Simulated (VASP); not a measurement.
# NaF (I-4m2) in VASP: G0W0 quasiparticle levels with PBE

Aim: the G0W0 quasiparticle levels of NaF with PBE.

Program: VASP 6.6.1. These are calculated values, not measurements. Logs are shortened: lines on timing, memory, paths and dates and some standing lists are left out, and cuts for length are marked.

## 1. The cell of the first run

It takes space group I-4m2 (No. 119, tetragonal). The conventional cell has a = 3.580 Å, b = 3.580 Å, c = 4.860 Å, α = 90.00°, β = 90.00°, γ = 90.00°. Na (site symmetry -4m2) has 4 F at 2.16 Å within 2.9 Å. Within 2.9 Å of F (site symmetry -4m2) lie 4 Na at 2.16 Å.

## 2. G0W0 quasiparticle levels, PBE

The input, POSCAR:

```
NaF
1.0
    0.0000000000      2.5312613515      2.5312613515
    2.4300108974      0.0000000000      2.5312613515
    2.4300108974      2.5312613515      0.0000000000
Na F
1 1
Direct
    0.0000000000      0.0000000000      0.0000000000
    0.2500000000      0.2500000000      0.2500000000
```

The input, INCAR.step1:

```
ALGO = Normal
EDIFF = 1E-8
ENCUT = 500
GGA = PE
ISMEAR = 0
LASPH = T
LCHARG = F
LREAL = F
LWAVE = T
NELM = 80
PREC = Accurate
SIGMA = 0.01
```

The input, INCAR.step2:

```
ALGO = Exact
EDIFF = 1E-8
ENCUT = 500
GGA = PE
ISMEAR = 0
ISTART = 1
LASPH = T
LCHARG = F
LOPTICS = T
LREAL = F
LWAVE = T
NBANDS = 137
NELM = 1
PREC = Accurate
SIGMA = 0.01
```

The input, INCAR.step3:

```
ALGO = EVGW0
EDIFF = 1E-8
ENCUT = 500
ENCUTGW = 150.0
GGA = PE
ISMEAR = 0
ISTART = 1
LASPH = T
LCHARG = F
LREAL = F
LWAVE = F
NBANDS = 137
NBANDSGW = 16
NELMGW = 1
NOMEGA = 96
OMEGAMAX = 20
PREC = Accurate
PRECFOCK = Fast
SIGMA = 0.01
```

The input, KPOINTS:

```
k-points
0
Gamma
  6 6 6
```

Potentials or basis: VASP PAW PBE potentials, release 64 (Na_sv_GW, F_GW).

Run with:

```console
> cat potpaw_PBE.64/Na_sv_GW/POTCAR potpaw_PBE.64/F_GW/POTCAR > POTCAR
> cp INCAR.step1 INCAR
> mpirun -np 1 vasp_std > vasp.out
> cp INCAR.step2 INCAR
> mpirun -np 1 vasp_std > vasp.out
> cp INCAR.step3 INCAR
> mpirun -np 1 vasp_std > vasp.out
```

OUTCAR:

```text
EDIFF = 1E-8
   ENCUT = 500
   ENCUTGW = 150.0
   GGA = PE
   ISMEAR = 0
   ISTART = 1
   LASPH = T
   LREAL = F
   NELMGW = 1
   PREC = Accurate
   PRECFOCK = Fast

 ion  position               nearest neighbor table
   1  0.000  0.000  0.000-   2 2.16   2 2.16   2 2.16   2 2.16
   2  0.250  0.250  0.250-   1 2.16   1 2.16   1 2.16   1 2.16

  LATTYP: Found a body centered tetragonal cell.
 ALAT       =     3.5797441332
 C/A-ratio  =     1.3576450199

  Lattice vectors:

 A1 = (  -2.4300108974,   0.0000000000,  -2.5312613515)
 A2 = (  -2.4300108974,   0.0000000000,   2.5312613515)
 A3 = (   2.4300108974,   2.5312613515,   0.0000000000)

Analysis of symmetry for initial positions (statically):
=====================================================================
 Subroutine PRICEL returns:
 Original cell was already a primitive cell.

 Routine SETGRP: Setting up the symmetry group for a
 body centered tetragonal supercell.

 Subroutine GETGRP returns: Found  8 space group operations
 (whereof  8 operations were pure point group operations)
 out of a pool of 16 trial point group operations.

The static configuration has the point symmetry D_2d.

Analysis of symmetry for dynamics (positions and initial velocities):
=====================================================================
 Subroutine PRICEL returns:
 Original cell was already a primitive cell.

 Routine SETGRP: Setting up the symmetry group for a
 body centered tetragonal supercell.

 Subroutine GETGRP returns: Found  8 space group operations
 (whereof  8 operations were pure point group operations)
 out of a pool of 16 trial point group operations.

The dynamic configuration has the point symmetry D_2d.

 Subroutine INISYM returns: Found  8 space group operations
 (whereof  8 operations are pure point group operations),
 and found     1 'primitive' translations

----------------------------------------------------------------------------------------

                                     Primitive cell

  volume of cell :      31.1395

  direct lattice vectors                    reciprocal lattice vectors
     0.000000000  2.531261351  2.531261351    -0.205760394  0.197529978  0.197529978
     2.430010897  0.000000000  2.531261351     0.205760394 -0.197529978  0.197529978
     2.430010897  2.531261351  0.000000000     0.205760394  0.197529978 -0.197529978

  length of vectors
     3.579744133  3.508879734  3.508879734     0.346948879  0.346948879  0.346948879

  position of ions in fractional coordinates (direct lattice)
     0.000000000  0.000000000  0.000000000
     0.250000000  0.250000000  0.250000000

  ion indices of the primitive-cell ions
   primitive index   ion index
                 1           1
                 2           2

----------------------------------------------------------------------------------------

 KPOINTS: k-points

Automatic generation of k-mesh.
 Grid dimensions read from file:
 generate k-points for:    6    6    6

 Generating k-lattice:

  Cartesian coordinates                     Fractional coordinates (reciprocal lattice)
    -0.034293399  0.032921663  0.032921663     0.166666667 -0.000000000 -0.000000000
     0.034293399 -0.032921663  0.032921663     0.000000000  0.166666667  0.000000000
     0.034293399  0.032921663 -0.032921663     0.000000000  0.000000000  0.166666667

  Length of vectors
     0.057824813  0.057824813  0.057824813

  Shift w.r.t. Gamma in fractional coordinates (k-lattice)
     0.000000000  0.000000000  0.000000000

 Subroutine IBZKPT returns following result:
 ===========================================

 Found     30 irreducible k-points:

 Following reciprocal coordinates:
            Coordinates               Weight
  0.000000  0.000000  0.000000      1.000000
  0.166667  0.000000  0.000000      8.000000
  0.333333  0.000000  0.000000      8.000000
  0.500000 -0.000000 -0.000000      4.000000
  0.166667  0.166667  0.000000      4.000000
  0.333333  0.166667  0.000000     16.000000
[... 16 lines left out ...]
 -0.333333  0.500000  0.166667      4.000000
  0.333333 -0.333333  0.166667      8.000000
 [... further k-points ...]
   k-points           NKPTS =     30   k-points in BZ     NKDIM =    216   number of bands    NBANDS=    137
   number of dos      NEDOS =    301   number of ions     NIONS =      2
   total plane-waves  NPLWV =  21952
   dimension x,y,z NGX =    28 NGY =   28 NGZ =   28
   dimension x,y,z NGXF=    56 NGYF=   56 NGZF=   56
   ions per type =               1   1
   NGX,Y,Z   is equivalent  to a cutoff of  13.00, 13.27, 13.27 a.u.
   NGXF,Y,Z  is equivalent  to a cutoff of  26.01, 26.53, 26.53 a.u.
 SYSTEM =  unknown system
   PREC   = accura    normal or accurate (medium, high low for compatibility)
   ISTART =      1    job   : 0-new  1-cont  2-samecut
   ICHARG =      0    charge: 1-file 2-atom 10-const
   ISPIN  =      1    spin polarized calculation?
   LNONCOLLINEAR =      F non collinear calculations
   LSORBIT =      F    spin-orbit coupling
   LASPH  =      T    aspherical Exc in radial PAW
   ENCUT  =  500.0 eV  36.75 Ry    6.06 a.u.   6.53  6.40  6.40*2*pi/ulx,y,z
   NELM   =     60;   NELMIN=  2; NELMDL=  0     # of ELM steps
   EDIFF  = 0.1E-07   stopping-criterion for ELM
   LREAL  =      F    real-space projection
   EDIFFG = 0.1E-06   stopping-criterion for IOM
   NSW    =      0    number of steps for IOM
   IBRION =     -1    ionic relax: 0-MD 1-quasi-New 2-CG
   NFREE  =      0    steps in history (QN), initial steepest desc. (CG)
   ISIF   =      0    stress and relaxation
   ISYM   =      3    0-nonsym 1-usesym 2-fastsym
   POTIM  = 0.5000    time-step for ionic-motion
   TEBEG  =    0.0;   TEEND  =   0.0 temperature during run
   PSTRESS=    0.0 pullay stress
   NELECT =      16.0000    total number of electrons
   NUPDOWN=      -1.0000    fix difference up-down
   EMIN   =  10.00;   EMAX   =-10.00  energy-range for DOS
   EFERMI =   0.00;   METHOD = LEGACY
   ISMEAR =     0;   SIGMA  =   0.01  broadening in eV -4-tet -1-fermi 0-gaus
   EFERMI_NEDOS =   21; number of points for ismear=-14 and -15
   IALGO  =     38    algorithm
   IMIX   =      4    mixing-type and parameters
     AMIX     =   0.40;   BMIX     =  1.00
     AMIX_MAG =   1.60;   BMIX_MAG =  1.00
  volume/ion in A,a.u.               =      15.57       105.07
  Fermi-wavevector in a.u.,A,eV,Ry     =   1.311226  2.477857 23.392669  1.719313
  Thomas-Fermi vector in A             =   2.441702
   LORBIT       =      0    0 simple, 1 ext, 2 COOP (PROOUT), +10 PAW based schemes
   GGA     = PE    functional components
   LHFCALC =     T    Hartree Fock is set to
   PRECFOCK=fast      Normal, Fast or Accurate (Low or Medium for compatibility)
   ENCUT4O =  -1.0   cutoff for four orbital integrals eV
   NKREDX  =     1    reduce k-point grid by
   NKREDY  =     1    reduce k-point grid by
   NKREDZ  =     1    reduce k-point grid by
   AEXX    =    1.0000 exact exchange contribution
   HFSCREEN=    0.0000 screening length (either q_TF or 0.3 A-1)
   HFSCREENC=   0.0000 screening length for correlation (either q_TF or 0.3 A-1)
   ENCUTFOCK=  -1.0 apply spherical cutoff to Coloumb kernel
   IVDW    =     0    specifies the selected vdW correction
   LEPSILON=     F    determine dielectric tensor
   LRPA    =     F    only Hartree local field effects (RPA)
   LRPAFORCE           =     F    calculate RPA forces
   ENCUTGW             = 150.0    cutoff for response function in eV
   ENCUTGWSOFT         = 120.0    soft cutoff for Coulomb kernel in GW response function in eV
   ENCUTLF             =  -1.0    cutoff for local field effects
   NELMGW              =     1    number of iterations in solving QP/BSE equation
   NELMHF              =     1    number of iterations in the inner HF iteration
   NKREDLFX            =     1    NKREDLFY  =   1   NKREDLFZ  =   1
 non-spin polarized calculation
 Gauss-broadening in eV      SIGMA  =   0.01
  energy-cutoff  :      500.00
  volume of cell :       31.14
 maximum number of plane-waves:       813
 NGX is ok and might be reduce to    28
  NGX = 16; NGY = 16; NGZ = 16
   NGX = 13   NGY = 13   NGZ = 13
 maximum number of plane-waves:       137

 QP shifts <psi_nk| G(iteration)W_0 |psi_nk>: iteration 1
 for sc-GW calculations column KS-energies equals QP-energies in previous step
 and V_xc(KS)=  KS-energies - (<T + V_ion + V_H > + <T+V_H+V_ion>^1  + <V_x>^1)

 k-point   1 :       0.0000    0.0000    0.0000
  band No.  KS-energies  QP-energies   sigma(KS)   V_xc(KS)     V^pw_x(r,r')   Z            occupation Imag(sigma)

      1     -49.8610     -60.0095     -41.6658     -29.2610     -49.1344       0.8181       2.0000       0.2262
      2     -21.8315     -26.9209     -28.7549     -22.8929     -36.9968       0.8682       2.0000       0.8975
      3     -21.7905     -28.4598     -36.1828     -28.3355     -41.3935       0.8499       2.0000       0.0304
      4     -21.7851     -28.4588     -36.1788     -28.3334     -41.3949       0.8507       2.0000       0.0317
      5     -21.7851     -28.4588     -36.1788     -28.3334     -41.3949       0.8507       2.0000       0.0317
      6      -3.0765      -5.9359     -25.4431     -21.8261     -29.7361       0.7905       2.0000       0.0466
[... 8 lines left out ...]
     15      18.6586      20.5323      -5.1039      -7.2342      -2.0949       0.8795       0.0000      -0.1246
     16      18.7255      20.4647      -5.6875      -7.7276      -2.6092       0.8525       0.0000      -0.2624

 k-point   2 :       0.1667    0.0000    0.0000
  band No.  KS-energies  QP-energies   sigma(KS)   V_xc(KS)     V^pw_x(r,r')   Z            occupation Imag(sigma)

      1     -49.8595     -60.0119     -41.6689     -29.2640     -49.1375       0.8184       2.0000       0.2251
      2     -22.1652     -27.9605     -32.1159     -25.2205     -38.8588       0.8405       2.0000       0.4707
      3     -21.7917     -28.4649     -36.1740     -28.3271     -41.3862       0.8504       2.0000       0.0320
      4     -21.7888     -28.4672     -36.1711     -28.3237     -41.3865       0.8511       2.0000       0.0329
      5     -21.4377     -27.2198     -32.8402     -26.0285     -39.5496       0.8488       2.0000       0.4375
      6      -3.3456      -6.2568     -24.6017     -20.9138     -28.7557       0.7894       2.0000       0.0462
[... 8 lines left out ...]
     15      18.4247      20.1758      -5.1695      -7.1485      -2.1779       0.8849       0.0000      -0.2061
     16      20.5325      22.5723      -6.0999      -8.4054      -2.9043       0.8847       0.0000      -0.2852

 k-point   3 :       0.3333    0.0000    0.0000
  band No.  KS-energies  QP-energies   sigma(KS)   V_xc(KS)     V^pw_x(r,r')   Z            occupation Imag(sigma)

      1     -49.8565     -60.0132     -41.6752     -29.2700     -49.1438       0.8187       2.0000       0.2230
      2     -22.4132     -28.1638     -32.1307     -25.1458     -38.7854       0.8233       2.0000       0.4307
      3     -21.7971     -28.4793     -36.1568     -28.3087     -41.3691       0.8515       2.0000       0.0347
      4     -21.7971     -28.4793     -36.1568     -28.3087     -41.3691       0.8515       2.0000       0.0347
      5     -21.1620     -26.7684     -32.8536     -26.1408     -39.6505       0.8352       2.0000       0.4441
      6      -3.7786      -6.7955     -23.7077     -19.8820     -27.7479       0.7886       2.0000       0.0484
[... 394 lines left out ...]
      1     -49.8531     -60.0373     -41.6822     -29.2769     -49.1509       0.8209       2.0000       0.2208
      2     -22.5802     -28.1459     -32.0552     -25.0517     -38.7170       0.7947       2.0000       0.4101
      3     -21.8392     -28.5269     -36.0538     -28.2026     -41.2535       0.8518       2.0000       0.0419
      4     -21.8170     -28.5115     -36.1001     -28.2486     -41.3090       0.8526       2.0000       0.0422
      5     -20.9165     -26.4566     -33.0805     -26.4051     -39.8868       0.8299       2.0000       0.4238
      6      -3.7449      -6.7580     -24.0351     -20.2060     -28.1506       0.7869       2.0000       0.0495
[... 8 lines left out ...]
     15      21.1155      23.0953      -5.7097      -7.9779      -2.5166       0.8729       0.0000      -0.2351
     16      22.9480      25.3221      -6.6126      -9.2457      -3.3248       0.9017       0.0000      -0.3620

 k-point  24 :       0.3333   -0.3333    0.1667
  band No.  KS-energies  QP-energies   sigma(KS)   V_xc(KS)     V^pw_x(r,r')   Z            occupation Imag(sigma)

      1     -49.8537     -60.0232     -41.6810     -29.2756     -49.1497       0.8198       2.0000       0.2212
      2     -22.5610     -28.1474     -32.0502     -25.0526     -38.7206       0.7983       2.0000       0.4150
      3     -21.8371     -28.5284     -36.0467     -28.1957     -41.2489       0.8523       2.0000       0.0428
      4     -21.8160     -28.5010     -36.1142     -28.2639     -41.3207       0.8516       2.0000       0.0389
      5     -20.9406     -26.4893     -33.0819     -26.3963     -39.8789       0.8299       2.0000       0.4235
      6      -3.6895      -6.7056     -24.0983     -20.2729     -28.2111       0.7884       2.0000       0.0486
[... 8 lines left out ...]
     15      21.9721      24.0539      -5.8566      -8.2138      -2.6438       0.8832       0.0000      -0.2913
     16      22.8124      25.0985      -6.6692      -9.2069      -3.3752       0.9008       0.0000      -0.3721

 [... further k-points ...]
```

It took 31 min on 1 thread of AMD EPYC 7R13 (Zen 3), shared host; peak memory 0.79 GiB.

What came out:

```yaml
Quasiparticle_gap: 9.91 eV
Least_direct_quasiparticle_gap: 9.91 eV
Band_gap_of_the_starting_levels_on_the_mesh: 5.75 eV
Least_direct_gap_of_the_starting_levels_on_the_mesh: 5.75 eV
```

Caveat: the k points lie up to 0.36 Å⁻¹ apart; bands, screening cutoff and mesh are small and nothing is extrapolated, so the quasiparticle values aren't converged; the structure was generated, so it needn't be the stable form of NaF.
